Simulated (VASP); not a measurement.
Input of a VASP 6.6.1 run:

The input INCAR:

```
SYSTEM = Sc
PREC = Accurate ; ENCUT = 520
EDIFF = 1E-6 ; ISMEAR = -1
SIGMA = 0.05 ; LREAL = .FALSE.
LASPH = .TRUE. ; NELM = 80
ALGO = Fast ; ISIF = 2
LWAVE = .FALSE. ; LCHARG = .FALSE.
GGA = PE ; NBANDS = 30
```

KPOINTS

```
Automatic mesh
0
G
  7 7 7
  0 0 0
```

The input POSCAR:

```
Sc
1.0
   -3.0672867774      3.0672867774      2.6880802191
    3.0672867774     -3.0672867774      2.6880802191
    3.0672867774      3.0672867774     -2.6880802191
Sc
4
Direct
    0.8362695100      0.6637304900      0.5000000000
    0.3362695100      0.8362695100      0.1725390200
    0.6637304900      0.1637304900      0.8274609800
    0.1637304900      0.3362695100      0.5000000000
```

Potentials or basis: VASP PAW PBE potentials, release 64 (Sc_sv).

Command:

```bash
$ cat potpaw_PBE.64/Sc_sv/POTCAR > POTCAR
$ mpirun -np 1 vasp_std > vasp.out
```

Q: Estimate the largest force.

A: 0.076 eV/Å.

Q: Predict the band gap on the k mesh.

A: Zero (bands 22 and 23 overlap by 0.65 eV).

Forces on the atoms (eV/Å):
```
Sc   0.054 -0.054  0.000
Sc  -0.054 -0.054  0.000
Sc   0.054  0.054  0.000
Sc  -0.054  0.054  0.000
```
